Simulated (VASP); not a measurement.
# TiW8C8Cl4 in VASP: further runs

The runs below take TiW8C8Cl4 through single point, with PBE+D3(BJ).

All numbers are computed with VASP 6.6.1; they aren't measurements. Logs are shortened: lines on timing, memory, paths and dates and some standing lists are left out, and cuts for length are marked.

## 1. The cell of the first run

The cell holds a slab with vacuum, 21 atoms: a = 5.783 Å, b = 5.783 Å, c = 19.245 Å, α = 90.00°, β = 90.00°, γ = 120.00°.

## 2. Single point, PBE+D3(BJ)

Contents of INCAR:

```
SYSTEM = TiW8C8Cl4
PREC = Accurate
ENCUT = 520
EDIFF = 1E-6
ISMEAR = 0
SIGMA = 0.05
LREAL = .FALSE.
LASPH = .TRUE.
NELM = 120
ALGO = Normal
ISIF = 2
LWAVE = .FALSE.
LCHARG = .FALSE.
GGA = PE
IVDW = 12
NBANDS = 108
GGA_COMPAT = .FALSE.
NELMDL = -8
```

Contents of KPOINTS:

```
Automatic mesh
0
G
  3 3 1
  0 0 0
```

Contents of POSCAR:

```
TiW8C8Cl4
1.0
    5.7832000000      0.0000000000      0.0000000000
   -2.8916000000      5.0083980000      0.0000000000
    0.0000000000      0.0000000000     19.2447000000
W C Ti Cl
8 8 1 4
Direct
    0.0000000000      0.0000000000      0.0519624104
   -0.0011658950     -0.0006417222      0.2002563303
    0.0000000000      0.5000000000      0.0519624104
   -0.0006717078      0.4998538455      0.2007866062
    0.5000000000      0.0000000000      0.0519624104
    0.4998150884     -0.0001958710      0.2003458095
    0.5000000000      0.5000000000      0.0519624104
    0.4995785863      0.5001597317      0.2003804684
    0.3332372209      0.1666528898      0.1207246671
    0.3312510918      0.1659386894      0.2582203931
    0.3331473310      0.6666145542      0.1207494531
    0.3322142813      0.6663925271      0.2584552630
    0.8332105121      0.1667962490      0.1207478423
    0.8313459151      0.1650026615      0.2584991712
    0.8333207533      0.6665304954      0.1207220689
    0.8308506248      0.6663969197      0.2585553425
    0.5446884192      0.4589199980      0.4640085842
    0.9288240791      0.4773462492      0.4688314185
    0.6085537340      0.8174332391      0.4117391282
    0.2721640386      0.1290628261      0.3983485843
    0.3905082398      0.4147324154      0.5700762288
```

Potentials or basis: VASP PAW PBE potentials, release 64 (W_sv, C, Ti_sv, Cl).

Command:

```sh
> cat potpaw_PBE.64/W_sv/POTCAR potpaw_PBE.64/C/POTCAR potpaw_PBE.64/Ti_sv/POTCAR potpaw_PBE.64/Cl/POTCAR > POTCAR
> mpirun -np 1 vasp_std > vasp.out
```

OUTCAR:

```text
SYSTEM = TiW8C8Cl4
   PREC = Accurate
   ENCUT = 520
   EDIFF = 1E-6
   ISMEAR = 0
   LREAL = .FALSE.
   LASPH = .TRUE.
   NELM = 120
   ISIF = 2
   GGA = PE
   IVDW = 12
   NELMDL = -8
 IVDW          = 12

 ion  position               nearest neighbor table
   1  0.000  0.000  0.052-   9 2.13  15 2.13  13 2.13   2 2.85   7 2.89   3 2.89   3 2.89   7 2.89
                             5 2.89   5 2.89
   2  0.999  0.999  0.200-  10 2.00  16 2.01  14 2.01  15 2.26  13 2.26   9 2.27   1 2.85   8 2.89
                             6 2.89   4 2.89   4 2.89   6 2.90   8 2.90
   3  0.000  0.500  0.052-  15 2.13  11 2.13  13 2.13   4 2.86   5 2.89   1 2.89   1 2.89   5 2.89
                             7 2.89   7 2.89
   4  0.999  0.500  0.201-  12 2.00  14 2.01  16 2.01  15 2.27  13 2.27  11 2.27   3 2.86   2 2.89
                             6 2.89   8 2.89   8 2.89   6 2.89   2 2.89
   5  0.500  0.000  0.052-  13 2.13   9 2.13  11 2.13   6 2.86   7 2.89   3 2.89   7 2.89   3 2.89
                             1 2.89   1 2.89
   6  0.500  1.000  0.200-  14 2.00  12 2.01  10 2.01  11 2.27  13 2.27   9 2.27   5 2.86   2 2.89
                             8 2.89   4 2.89   4 2.89   8 2.89   2 2.90
   7  0.500  0.500  0.052-  15 2.13   9 2.13  11 2.13   8 2.86   1 2.89   5 2.89   5 2.89   1 2.89
                             3 2.89   3 2.89
   8  0.500  0.500  0.200-  16 2.00  12 2.01  10 2.01  11 2.26   9 2.27  15 2.27   7 2.86   2 2.89
                             6 2.89   4 2.89   4 2.89   6 2.89   2 2.90
   9  0.333  0.167  0.121-   1 2.13   7 2.13   5 2.13   6 2.27   8 2.27   2 2.27
  10  0.331  0.166  0.258-   2 2.00   8 2.01   6 2.01
  11  0.333  0.667  0.121-   3 2.13   5 2.13   7 2.13   8 2.26   6 2.27   4 2.27
  12  0.332  0.666  0.258-   4 2.00   6 2.01   8 2.01
  13  0.833  0.167  0.121-   3 2.13   5 2.13   1 2.13   2 2.26   6 2.27   4 2.27
  14  0.831  0.165  0.258-   6 2.00   2 2.01   4 2.01
  15  0.833  0.667  0.121-   3 2.13   7 2.13   1 2.13   2 2.26   8 2.27   4 2.27
  16  0.831  0.666  0.259-   8 2.00   2 2.01   4 2.01
  17  0.545  0.459  0.464-  19 2.16  20 2.17  18 2.17  21 2.19
  18  0.929  0.477  0.469-  17 2.17
  19  0.609  0.817  0.412-  17 2.16
  20  0.272  0.129  0.398-  17 2.17
  21  0.391  0.415  0.570-  17 2.19

  LATTYP: Found a hexagonal cell.
 ALAT       =     5.7832000000
 C/A-ratio  =     3.3276905519

  Lattice vectors:

 A1 = (   5.7832000000,   0.0000000000,   0.0000000000)
 A2 = (  -2.8916000000,   5.0083980000,   0.0000000000)
 A3 = (   0.0000000000,   0.0000000000,  19.2447000000)

Analysis of symmetry for initial positions (statically):
=====================================================================
 Subroutine PRICEL returns:
 Original cell was already a primitive cell.

 Routine SETGRP: Setting up the symmetry group for a
 hexagonal supercell.

 Subroutine GETGRP returns: Found  1 space group operations
 (whereof  1 operations were pure point group operations)
 out of a pool of 24 trial point group operations.

The static configuration has the point symmetry C_1 .

Analysis of symmetry for dynamics (positions and initial velocities):
=====================================================================
 Subroutine PRICEL returns:
 Original cell was already a primitive cell.

 Routine SETGRP: Setting up the symmetry group for a
 hexagonal supercell.

 Subroutine GETGRP returns: Found  1 space group operations
 (whereof  1 operations were pure point group operations)
 out of a pool of 24 trial point group operations.

The dynamic configuration has the point symmetry C_1 .

 Subroutine INISYM returns: Found  1 space group operations
 (whereof  1 operations are pure point group operations),
 and found     1 'primitive' translations

----------------------------------------------------------------------------------------

                                     Primitive cell

  volume of cell :     557.4144

  direct lattice vectors                    reciprocal lattice vectors
     5.783200000  0.000000000  0.000000000     0.172914649  0.099832322  0.000000000
    -2.891600000  5.008398000  0.000000000     0.000000000  0.199664643  0.000000000
     0.000000000  0.000000000 19.244700000     0.000000000  0.000000000  0.051962358

  length of vectors
     5.783200000  5.783199900 19.244700000     0.199664640  0.199664643  0.051962358

  position of ions in fractional coordinates (direct lattice)
     0.000000000  0.000000000  0.051962410
     0.998834105  0.999358278  0.200256330
     0.000000000  0.500000000  0.051962410
     0.999328292  0.499853845  0.200786606
     0.500000000  0.000000000  0.051962410
     0.499815088  0.999804129  0.200345809
[... 13 lines left out ...]
     0.272164039  0.129062826  0.398348584
     0.390508240  0.414732415  0.570076229

  ion indices of the primitive-cell ions
   primitive index   ion index
                 1           1
                 2           2
                 3           3
                 4           4
                 5           5
                 6           6
[... 13 lines left out ...]
                20          20
                21          21

----------------------------------------------------------------------------------------

 KPOINTS: Automatic mesh

Automatic generation of k-mesh.
 Grid dimensions read from file:
 generate k-points for:    3    3    1

 Generating k-lattice:

  Cartesian coordinates                     Fractional coordinates (reciprocal lattice)
     0.057638216  0.033277441  0.000000000     0.333333333  0.000000000  0.000000000
     0.000000000  0.066554881  0.000000000     0.000000000  0.333333333  0.000000000
     0.000000000  0.000000000  0.051962358     0.000000000  0.000000000  1.000000000

  Length of vectors
     0.066554880  0.066554881  0.051962358

  Shift w.r.t. Gamma in fractional coordinates (k-lattice)
     0.000000000  0.000000000  0.000000000

 Subroutine IBZKPT returns following result:
 ===========================================

 Found      5 irreducible k-points:

 Following reciprocal coordinates:
            Coordinates               Weight
  0.000000  0.000000  0.000000      1.000000
  0.333333  0.000000  0.000000      2.000000
  0.000000  0.333333  0.000000      2.000000
 -0.333333  0.333333  0.000000      2.000000
  0.333333  0.333333  0.000000      2.000000
   k-points           NKPTS =      5   k-points in BZ     NKDIM =      5   number of bands    NBANDS=    108
   number of dos      NEDOS =    301   number of ions     NIONS =     21
   total plane-waves  NPLWV = 331776
   dimension x,y,z NGX =    48 NGY =   48 NGZ =  144
   dimension x,y,z NGXF=    96 NGYF=   96 NGZF=  288
   ions per type =               8   8   1   4
   NGX,Y,Z   is equivalent  to a cutoff of  13.80, 13.80, 12.44 a.u.
   NGXF,Y,Z  is equivalent  to a cutoff of  27.60, 27.60, 24.88 a.u.
 SYSTEM =  TiW8C8Cl4
   PREC   = accura    normal or accurate (medium, high low for compatibility)
   ISTART =      0    job   : 0-new  1-cont  2-samecut
   ICHARG =      2    charge: 1-file 2-atom 10-const
   ISPIN  =      1    spin polarized calculation?
   LNONCOLLINEAR =      F non collinear calculations
   LSORBIT =      F    spin-orbit coupling
   LASPH  =      T    aspherical Exc in radial PAW
   ENCUT  =  520.0 eV  38.22 Ry    6.18 a.u.  10.75 10.75 35.78*2*pi/ulx,y,z
   NELM   =    120;   NELMIN=  2; NELMDL= -8     # of ELM steps
   EDIFF  = 0.1E-05   stopping-criterion for ELM
   LREAL  =      F    real-space projection
   EDIFFG = 0.1E-04   stopping-criterion for IOM
   NSW    =      0    number of steps for IOM
   IBRION =     -1    ionic relax: 0-MD 1-quasi-New 2-CG
   NFREE  =      0    steps in history (QN), initial steepest desc. (CG)
   ISIF   =      2    stress and relaxation
   ISYM   =      2    0-nonsym 1-usesym 2-fastsym
   POTIM  = 0.5000    time-step for ionic-motion
   TEBEG  =    0.0;   TEEND  =   0.0 temperature during run
   PSTRESS=    0.0 pullay stress
   NELECT =     184.0000    total number of electrons
   NUPDOWN=      -1.0000    fix difference up-down
   EMIN   =  10.00;   EMAX   =-10.00  energy-range for DOS
   EFERMI =   0.00;   METHOD = LEGACY
   ISMEAR =     0;   SIGMA  =   0.05  broadening in eV -4-tet -1-fermi 0-gaus
   EFERMI_NEDOS =   21; number of points for ismear=-14 and -15
   IALGO  =     38    algorithm
   IMIX   =      4    mixing-type and parameters
     AMIX     =   0.40;   BMIX     =  1.00
     AMIX_MAG =   1.60;   BMIX_MAG =  1.00
  volume/ion in A,a.u.               =      26.54       179.12
  Fermi-wavevector in a.u.,A,eV,Ry     =   1.131414  2.138062 17.416772  1.280097
  Thomas-Fermi vector in A             =   2.268112
   LORBIT       =      0    0 simple, 1 ext, 2 COOP (PROOUT), +10 PAW based schemes
   GGA     = PE    functional components
   LHFCALC =     F    Hartree Fock is set to
   AEXX    =    0.0000 exact exchange contribution
   IVDW    =    12    specifies the selected vdW correction
   LEPSILON=     F    determine dielectric tensor
   LRPA    =     F    only Hartree local field effects (RPA)
 non-spin polarized calculation
 Gauss-broadening in eV      SIGMA  =   0.05
  energy-cutoff  :      520.00
  volume of cell :      557.41
 maximum number of plane-waves:     15051
 NGX is ok and might be reduce to    48
   NGX = 21   NGY = 21   NGZ = 71

 number of electron     183.9999983 magnetization

 Free energy of the ion-electron system (eV)
  ---------------------------------------------------
  ext. energy  EPLUGINS =         0.00000000
  ---------------------------------------------------
  free energy    TOTEN  =      -185.21494371 eV

  energy without entropy =     -185.19987947  energy(sigma->0) =     -185.20741159

 E-fermi :   1.5982     XC(G=0):  -7.1340

 val. band max:        1.5928819707   @ k =   0.0000   0.0000   0.0000
 cond. band min:       1.6323904634   @ k =  -0.3333   0.3333   0.0000
 fundamental gap:      0.0395084927
 Fermi energy:         1.5981641232

 k-point     1 :       0.0000    0.0000    0.0000
  band No.  band energies     occupation
      1     -72.6575      2.00000
      2     -72.5993      2.00000
      3     -72.5886      2.00000
      4     -72.5846      2.00000
      5     -72.5754      2.00000
      6     -72.5170      2.00000
[... 524 lines left out ...]
    103       3.2602      0.00000
    104       3.4038      0.00000
 [bands above 104 left out]

------------------------ aborting loop because EDIFF is reached ----------------------------------------

 Edisp (eV)   -5.93275

 E8    (eV) :    -2.6845

  FORCE on cell =-STRESS in cart. coord.  units (eV):
  Direction    XX          YY          ZZ          XY          YZ          ZX
  --------------------------------------------------------------------------------------
  -------------------------------------------------------------------------------------
  Total       9.87718     9.15642     0.35408     0.12173     0.09547     0.25114
  in kB      28.39000    26.31832     1.01773     0.34989     0.27440     0.72185
  external pressure =       18.58 kB  Pullay stress =        0.00 kB

 VOLUME and BASIS-vectors are now :
 -----------------------------------------------------------------------------
  energy-cutoff  :      520.00
  volume of cell :      557.41
      direct lattice vectors                 reciprocal lattice vectors
     5.783200000  0.000000000  0.000000000     0.172914649  0.099832322  0.000000000
    -2.891600000  5.008398000  0.000000000     0.000000000  0.199664643  0.000000000
     0.000000000  0.000000000 19.244700000     0.000000000  0.000000000  0.051962358

 POSITION                                       TOTAL-FORCE (eV/Angst)
 -----------------------------------------------------------------------------------
      0.00000      0.00000      1.00000         0.002230      0.005463     -0.057763
      2.88671      5.00518      3.85387         0.009287      0.005547     -0.038277
     -1.44580      2.50420      1.00000        -0.002919     -0.002864     -0.011088
      4.33394      2.50347      3.86408         0.006168      0.004083     -0.040728
      2.89160      0.00000      1.00000        -0.017888     -0.001300     -0.052440
     -0.00050      5.00742      3.85560         0.004053      0.005584     -0.037716
[... 13 lines left out ...]
      1.20078      0.64640      7.66610        -0.021405     -0.008498      0.005497
      1.05915      2.07714     10.97095         0.013941      0.021738     -0.000242
 -----------------------------------------------------------------------------------
    total drift:                                0.000443      0.000215     -0.001359

  FREE ENERGIE OF THE ION-ELECTRON SYSTEM (eV)
  ---------------------------------------------------
  free  energy   TOTEN  =      -191.1476924252 eV

  energy  without entropy=     -191.1326281865  energy(sigma->0) =     -191.14016031
```

It took 36 min on 1 thread of Intel Xeon 8259CL, shared host; peak memory 0.82 GiB.

What came out:

| Property | Result |
| --- | --- |
| Free energy | -191.1477 eV |
| Largest force | 0.100 eV/Å |
| Band gap on the k mesh | zero (bands 92 and 93 overlap by 0.77 eV) |
| Dispersion energy per atom | -0.283 eV |

Forces in eV/Å, atoms in the order of the input:
```
W    0.002  0.005 -0.058
W    0.009  0.006 -0.038
W   -0.003 -0.003 -0.011
W    0.006  0.004 -0.041
W   -0.018 -0.001 -0.052
W    0.004  0.006 -0.038
W   -0.013 -0.013 -0.045
W    0.005  0.003 -0.040
C    0.001  0.001 -0.007
C   -0.006 -0.005  0.095
C    0.000  0.000 -0.007
C   -0.006 -0.005  0.099
C    0.000  0.001 -0.007
C   -0.007 -0.004  0.099
C    0.001  0.000 -0.007
C   -0.007 -0.004  0.099
Ti   0.009  0.003 -0.011
Cl   0.013 -0.020 -0.032
Cl   0.016  0.014 -0.005
Cl  -0.021 -0.008  0.005
Cl   0.014  0.022  0.000
```

Levels at points of the mesh, in eV from the Fermi level:
```csv
k point,band 88,band 89,band 90,band 91,band 92,band 93,band 94,band 95,band 96,band 97
"(0.00, 0.00, 0.00)",-1.14,-0.02,-0.01,0.20,0.20,0.20,0.68,0.81,0.94,0.99
```

Caveat: the k points lie up to 0.42 Å⁻¹ apart, too coarse for converged energies and pressures of a metal; there is no dipole correction, which matters where the two faces differ; spin-orbit coupling is left out, which moves the levels of the heavy elements.

## 3. Single point, PBE+D3(BJ)

Edit INCAR of step 2 so:

```diff
@@ -12,5 +12,7 @@
 LWAVE = .FALSE.
-LCHARG = .FALSE.
+LCHARG = .TRUE.
 GGA = PE
 IVDW = 12
+LELF = .TRUE.
+LVHAR = .TRUE.
 NBANDS = 108
```

Contents of KPOINTS:

```
regular mesh
0
G
  3 3 1
  0 0 0
```

Contents of POSCAR:

```
TiW8C8Cl4
1.0
    5.7832000000      0.0000000000      0.0000000000
   -2.8916000000      5.0083980000      0.0000000000
    0.0000000000      0.0000000000     19.2447000000
W C Ti Cl
8 8 1 4
Direct
    0.0000000000      0.0000000000      0.0519623585
    0.0002002396     -0.0004374652      0.2004213628
    0.0000000000      0.5000000000      0.0519623585
    0.0000596432      0.4998049276      0.2005703388
    0.5000000000      0.0000000000      0.0519623585
    0.5004703467      0.0003745709      0.2001604078
    0.5000000000      0.5000000000      0.0519623585
    0.5006342665      0.4999163405      0.2004989426
    0.3333529994      0.1667395443      0.1206968672
    0.3348274707      0.1659165266      0.2582914257
    0.3333344254      0.6667062003      0.1207396842
    0.3348110918      0.6663160556      0.2582204971
    0.8334734064      0.1667894604      0.1206951005
    0.8339524178      0.1655974625      0.2582601963
    0.8332738481      0.6665698293      0.1207505963
    0.8345080238      0.6659696374      0.2585586681
    0.3479390826      0.4709843347      0.4637862372
    0.7169119101      0.4576832752      0.4622149475
    0.3924668789      0.8015065895      0.4006433460
    0.0449705299      0.1136756703      0.4131127531
    0.2466332852      0.5044040030      0.5715657298
```

Potentials or basis: VASP PAW PBE potentials, release 64 (W_sv, C, Ti_sv, Cl).

Command:

```sh
> cat potpaw_PBE.64/W_sv/POTCAR potpaw_PBE.64/C/POTCAR potpaw_PBE.64/Ti_sv/POTCAR potpaw_PBE.64/Cl/POTCAR > POTCAR
> mpirun -np 1 vasp_std > vasp.out
```

It took 38 min on 1 thread of Intel Xeon 8259CL, shared host; peak memory 0.84 GiB.

Results (log left out):

| Quantity | Value |
| --- | --- |
| Free energy | -191.1215 eV |
| Largest force | 0.100 eV/Å |
| Band gap on the k mesh | zero (bands 92 and 93 overlap by 0.78 eV) |
| Dispersion energy per atom | -0.283 eV |

Forces on the atoms (eV/Å):
```
W    0.003  0.001 -0.059
W   -0.001 -0.002 -0.044
W    0.011  0.004 -0.025
W    0.001 -0.001 -0.041
W    0.005 -0.013 -0.088
W   -0.001 -0.002 -0.038
W   -0.007  0.006 -0.037
W   -0.001  0.000 -0.042
C    0.000  0.000 -0.006
C    0.000  0.002  0.100
C    0.000 -0.001 -0.006
C    0.000  0.002  0.099
C    0.001  0.000 -0.006
C    0.000  0.001  0.100
C    0.000  0.000 -0.007
C    0.000  0.001  0.099
Ti   0.000 -0.003  0.001
Cl  -0.010  0.001  0.001
Cl  -0.008 -0.003  0.008
Cl   0.008  0.011 -0.001
Cl  -0.002 -0.003 -0.006
```

Levels at points of the mesh, in eV from the Fermi level:
```csv
k point,band 88,band 89,band 90,band 91,band 92,band 93,band 94,band 95,band 96,band 97
"(0.00, 0.00, 0.00)",-1.14,-0.02,-0.01,0.20,0.20,0.20,0.77,0.86,0.92,1.03
```

Caveat: the k points lie up to 0.42 Å⁻¹ apart, too coarse for converged energies and pressures of a metal; there is no dipole correction, which matters where the two faces differ; spin-orbit coupling is left out, which moves the levels of the heavy elements.

The gap in the log of VASP goes by the Fermi energy; the results here count the filled bands.